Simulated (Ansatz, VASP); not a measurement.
## Two plane-wave programs on RbBr

File INCAR:

```
PREC = Accurate
ENCUT = 520
EDIFF = 1E-7
ISMEAR = 0
SIGMA = 0.02
LREAL = False
LASPH = True
NELM = 100
ALGO = Normal
ISIF = 2
LWAVE = False
LCHARG = False
GGA = PS
NBANDS = 15
```

Contents of KPOINTS:

```
Automatic mesh
0
Gamma
  6 6 6
```

Contents of POSCAR:

```
RbBr
1.0
    0.0000000000      3.5909917500      3.5909917500
    3.5909917500      0.0000000000      3.5909917500
    3.5909917500      3.5909917500      0.0000000000
Rb Br
1 1
Direct
    0.0000000000      0.0000000000      0.0000000000
    0.5000000000      0.5000000000      0.5000000000
```

Input for Ansatz:

```yaml
crystal:
  lattice:
    - [0.0, 3.59099175, 3.59099175]
    - [3.59099175, 0.0, 3.59099175]
    - [3.59099175, 3.59099175, 0.0]
  atoms:
    - { symbol: Rb, position: [0.0, 0.0, 0.0] }
    - { symbol: Br, position: [0.5, 0.5, 0.5] }
basis:
  ecutwfc: 420
kpoints:
  mp_grid: { grid: [6, 6, 6] }
hamiltonian:
  xc: pbesol
scf:
  occupations: { method: gaussian, width: 0.02 }
output:
  forces: true
  stress: true
  eigenvalues: true
```

Alike in both runs: task single point; functional PBEsol; k mesh 6 × 6 × 6; occupations gaussian, width 0.02 eV; no spin polarisation.

|  | VASP | Ansatz |
| --- | --- | --- |
| version | VASP 6.6.1 | Ansatz 0.2.0 |
| potentials or method | VASP PAW PBE potentials, release 64 (Rb_sv, Br), cutoff 520 eV | scalar-relativistic, plane waves, PAW |
| valence electrons in the cell | 16 | 16 |

|  | VASP | Ansatz | Ansatz less VASP |
| --- | --- | --- | --- |
| gap on the k mesh at the Fermi level (eV) | 3.92 | 3.92 | +0.001 |
| least direct gap on the mesh (eV) | 3.92 | 3.92 | +0.001 |
| pressure (GPa) | -1.4 | -1.4 | -0.02 |

VASP's potentials were made for PBE, not for PBEsol.
